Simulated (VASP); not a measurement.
# Cu (Fd-3m) in VASP: single point with r2SCAN

Aim: the single point of Cu with r2SCAN.

Program: VASP 6.6.1. These are calculated values, not measurements. Logs are shortened: lines on timing, memory, paths and dates and some standing lists are left out, and cuts for length are marked.

## Step 1: The cell of the first run

It takes space group Fd-3m (No. 227, cubic). Conventional cell: a = 5.249 Å, b = 5.249 Å, c = 5.249 Å, α = 90.00°, β = 90.00°, γ = 90.00°. Cu (site symmetry -43m) has 4 Cu at 2.27 Å within 3.0 Å.

## Step 2: Single point, r2SCAN

File POSCAR:

```
Cu
1.0
    0.0000000000      2.6245513394      2.6245513394
    2.6245513394      0.0000000000      2.6245513394
    2.6245513394      2.6245513394      0.0000000000
Cu
2
Direct
    0.0000000000      0.0000000000      0.0000000000
    0.2500000000      0.2500000000      0.2500000000
```

File INCAR.step1:

```
  ALGO = Normal
  EDIFF = 1E-4
  ENCUT = 520
  GGA = PE
  ISMEAR = 0
  LASPH = T
  LCHARG = F
  LREAL = F
  LWAVE = T
  NBANDS = 18
  NELM = 60
  PREC = Accurate
  SIGMA = 0.1
```

File INCAR.step2:

```
  ALGO = Normal
  EDIFF = 1E-7
  ENCUT = 520
  ISIF = 2
  ISMEAR = 0
  ISTART = 1
  LASPH = T
  LCHARG = F
  LMIXTAU = T
  LREAL = F
  LWAVE = F
  METAGGA = R2SCAN
  NBANDS = 18
  NELM = 60
  PREC = Accurate
  SIGMA = 0.1
```

File KPOINTS:

```
k-points
0
Gamma
  18 18 18
```

Potentials or basis: VASP PAW PBE potentials, release 64 (Cu).

On the command line:

```sh
$ cat potpaw_PBE.64/Cu/POTCAR > POTCAR
$ cp INCAR.step1 INCAR
$ mpirun -np 1 vasp_std > vasp.out
$ cp INCAR.step2 INCAR
$ mpirun -np 1 vasp_std > vasp.out
```

OUTCAR:

```text
EDIFF = 1E-7
   ENCUT = 520
   ISIF = 2
   ISMEAR = 0
   ISTART = 1
   LASPH = T
   LREAL = F
   METAGGA = R2SCAN
   NELM = 60
   PREC = Accurate

 ion  position               nearest neighbor table
   1  0.000  0.000  0.000-   2 2.27   2 2.27   2 2.27   2 2.27
   2  0.250  0.250  0.250-   1 2.27   1 2.27   1 2.27   1 2.27

  LATTYP: Found a face centered cubic cell.
 ALAT       =     5.2491026788

  Lattice vectors:

 A1 = (   0.0000000000,   2.6245513394,   2.6245513394)
 A2 = (   2.6245513394,   0.0000000000,   2.6245513394)
 A3 = (   2.6245513394,   2.6245513394,   0.0000000000)

Analysis of symmetry for initial positions (statically):
=====================================================================
 Subroutine PRICEL returns:
 Original cell was already a primitive cell.

 Routine SETGRP: Setting up the symmetry group for a
 face centered cubic supercell.

 Subroutine GETGRP returns: Found 48 space group operations
 (whereof 24 operations were pure point group operations)
 out of a pool of 48 trial point group operations.

The static configuration has the point symmetry T_d .
 The point group associated with its full space group is O_h .

Analysis of symmetry for dynamics (positions and initial velocities):
=====================================================================
 Subroutine PRICEL returns:
 Original cell was already a primitive cell.

 Routine SETGRP: Setting up the symmetry group for a
 face centered cubic supercell.

 Subroutine GETGRP returns: Found 48 space group operations
 (whereof 24 operations were pure point group operations)
 out of a pool of 48 trial point group operations.

The dynamic configuration has the point symmetry T_d .
 The point group associated with its full space group is O_h .

 Subroutine INISYM returns: Found 48 space group operations
 (whereof 24 operations are pure point group operations),
 and found     1 'primitive' translations

----------------------------------------------------------------------------------------

                                     Primitive cell

  volume of cell :      36.1572

  direct lattice vectors                    reciprocal lattice vectors
     0.000000000  2.624551339  2.624551339    -0.190508752  0.190508752  0.190508752
     2.624551339  0.000000000  2.624551339     0.190508752 -0.190508752  0.190508752
     2.624551339  2.624551339  0.000000000     0.190508752  0.190508752 -0.190508752

  length of vectors
     3.711676099  3.711676099  3.711676099     0.329970838  0.329970838  0.329970838

[... 80 lines left out ...]
   EDIFF  = 0.1E-06   stopping-criterion for ELM
   LREAL  =      F    real-space projection
   EDIFFG = 0.1E-05   stopping-criterion for IOM
   NSW    =      0    number of steps for IOM
   IBRION =     -1    ionic relax: 0-MD 1-quasi-New 2-CG
   NFREE  =      0    steps in history (QN), initial steepest desc. (CG)
   ISIF   =      2    stress and relaxation
   ISYM   =      2    0-nonsym 1-usesym 2-fastsym
   POTIM  = 0.5000    time-step for ionic-motion
   TEBEG  =    0.0;   TEEND  =   0.0 temperature during run
   PSTRESS=    0.0 pullay stress
   NELECT =      22.0000    total number of electrons
   NUPDOWN=      -1.0000    fix difference up-down
   EMIN   =  10.00;   EMAX   =-10.00  energy-range for DOS
   EFERMI =   0.00;   METHOD = LEGACY
   ISMEAR =     0;   SIGMA  =   0.10  broadening in eV -4-tet -1-fermi 0-gaus
   EFERMI_NEDOS =   21; number of points for ismear=-14 and -15
   IALGO  =     38    algorithm
   IMIX   =      4    mixing-type and parameters
     AMIX     =   0.40;   BMIX     =  1.00
     AMIX_MAG =   1.60;   BMIX_MAG =  1.00
  volume/ion in A,a.u.               =      18.08       122.00
  Fermi-wavevector in a.u.,A,eV,Ry     =   1.387237  2.621498 26.183411  1.924426
  Thomas-Fermi vector in A             =   2.511477
   LORBIT       =      0    0 simple, 1 ext, 2 COOP (PROOUT), +10 PAW based schemes
   METAGGA = R2SCAN    functional components
   LHFCALC =     F    Hartree Fock is set to
   AEXX    =    0.0000 exact exchange contribution
   IVDW    =     0    specifies the selected vdW correction
   LEPSILON=     F    determine dielectric tensor
   LRPA    =     F    only Hartree local field effects (RPA)
 non-spin polarized calculation
 Gauss-broadening in eV      SIGMA  =   0.10
  energy-cutoff  :      520.00
  volume of cell :       36.16
 maximum number of plane-waves:       986
   NGX = 13   NGY = 13   NGZ = 13

 number of electron      22.0000024 magnetization

 Free energy of the ion-electron system (eV)
  ---------------------------------------------------
  ext. energy  EPLUGINS =         0.00000000
  ---------------------------------------------------
  free energy    TOTEN  =       -19.42656415 eV

  energy without entropy =      -19.42250746  energy(sigma->0) =      -19.42453580

 E-fermi :   3.1292     XC(G=0): -10.7518

 val. band max:        3.1256675957   @ k =  -0.3333   0.3889   0.1667
 cond. band min:       3.1337643427   @ k =  -0.3889   0.3333   0.0000
 fundamental gap:      0.0080967470
 Fermi energy:         3.1292292971

 k-point     1 :       0.0000    0.0000    0.0000
  band No.  band energies     occupation
      1      -3.6036      2.00000
      2      -0.1698      2.00000
      3      -0.1697      2.00000
      4      -0.1697      2.00000
      5      -0.1636      2.00000
      6      -0.1636      2.00000
[... 481 lines left out ...]
      5       0.0448      2.00000
      6       0.1316      2.00000
[... 10 lines left out ...]
     17      16.0089      0.00000
     18      17.3705      0.00000

 [... further k-points ...]

------------------------ aborting loop because EDIFF is reached ----------------------------------------

  FORCE on cell =-STRESS in cart. coord.  units (eV):
  Direction    XX          YY          ZZ          XY          YZ          ZX
  --------------------------------------------------------------------------------------
  -------------------------------------------------------------------------------------
  Total        0.0710460      0.0710460      0.0710460      0.0000000      0.0000000      0.0000000
  in kB        3.1481458      3.1481458      3.1481458      0.0000000      0.0000000      0.0000000
  external PRESSURE =       3.1481458 kB  Pullay stress =       0.0000000 kB

 VOLUME and BASIS-vectors are now :
 -----------------------------------------------------------------------------
  energy-cutoff  :      520.00
  volume of cell :       36.16
      direct lattice vectors                 reciprocal lattice vectors
     0.000000000  2.624551339  2.624551339    -0.190508752  0.190508752  0.190508752
     2.624551339  0.000000000  2.624551339     0.190508752 -0.190508752  0.190508752
     2.624551339  2.624551339  0.000000000     0.190508752  0.190508752 -0.190508752

 POSITION                                       TOTAL-FORCE (eV/Angst)
 -----------------------------------------------------------------------------------
      0.00000      0.00000      0.00000         0.000000      0.000000      0.000000
      1.31228      1.31228      1.31228        -0.000000     -0.000000     -0.000000
 -----------------------------------------------------------------------------------
    total drift:                                0.000000      0.000000      0.000000

  FREE ENERGIE OF THE ION-ELECTRON SYSTEM (eV)
  ---------------------------------------------------
  free  energy   TOTEN  =       -19.4265641465 eV

  energy  without entropy=      -19.4225074576  energy(sigma->0) =      -19.42453580
```

OUTCAR.step1:

```text
EDIFF = 1E-4
   ENCUT = 520
   GGA = PE
   ISMEAR = 0
   LASPH = T
[... 726 lines left out ...]
 -----------------------------------------------------------------------------------
      0.00000      0.00000      0.00000        -0.000000     -0.000000     -0.000000
      1.31228      1.31228      1.31228         0.000000      0.000000      0.000000
 -----------------------------------------------------------------------------------
    total drift:                                0.000000      0.000000      0.000000

  FREE ENERGIE OF THE ION-ELECTRON SYSTEM (eV)
  ---------------------------------------------------
  free  energy   TOTEN  =        -5.3750731522 eV

  energy  without entropy=       -5.3707608512  energy(sigma->0) =       -5.37291700
```

OSZICAR.step1:

```text
N       E                     dE             d eps       ncg     rms          rms(c)
DAV:   1     0.137746335662E+03    0.13775E+03   -0.10513E+04  7180   0.193E+03
DAV:   2     0.279200598886E+00   -0.13747E+03   -0.13014E+03  7032   0.279E+02
DAV:   3    -0.648313579885E+01   -0.67623E+01   -0.65089E+01  7878   0.889E+01
DAV:   4    -0.658003267145E+01   -0.96897E-01   -0.96819E-01  8344   0.114E+01
DAV:   5    -0.658179959161E+01   -0.17669E-02   -0.17669E-02  8544   0.131E+00    0.972E+00
DAV:   6    -0.633456481736E+01    0.24723E+00   -0.13442E+01  8470   0.890E+01    0.641E+00
DAV:   7    -0.538309360705E+01    0.95147E+00   -0.32828E+00  8196   0.424E+01    0.457E-01
DAV:   8    -0.538388312514E+01   -0.78952E-03   -0.86039E-02 10400   0.516E+00    0.823E-01
DAV:   9    -0.537543959482E+01    0.84435E-02   -0.37554E-02  9002   0.440E+00    0.163E-01
DAV:  10    -0.537510783108E+01    0.33176E-03   -0.11644E-03 10034   0.693E-01    0.441E-02
DAV:  11    -0.537507315217E+01    0.34679E-04   -0.71425E-05  4068   0.179E-01
   1 F= -.53750732E+01 E0= -.53729170E+01  d E =-.431230E-02
```

It took 4.4 min on 1 thread of Intel Xeon Platinum 8488C (Sapphire Rapids), shared host; peak memory 0.23 GiB.

Results:

| Item | Value |
| --- | --- |
| Free energy | -19.4266 eV |
| Pressure | 0.3 GPa |
| Band gap on the k mesh | zero (band 11 reaches 3.81 eV, above the bottom of band 12 at 2.74 eV) |

Caveat: the PAW data sets were made with another functional, which shifts forces and pressure a little.
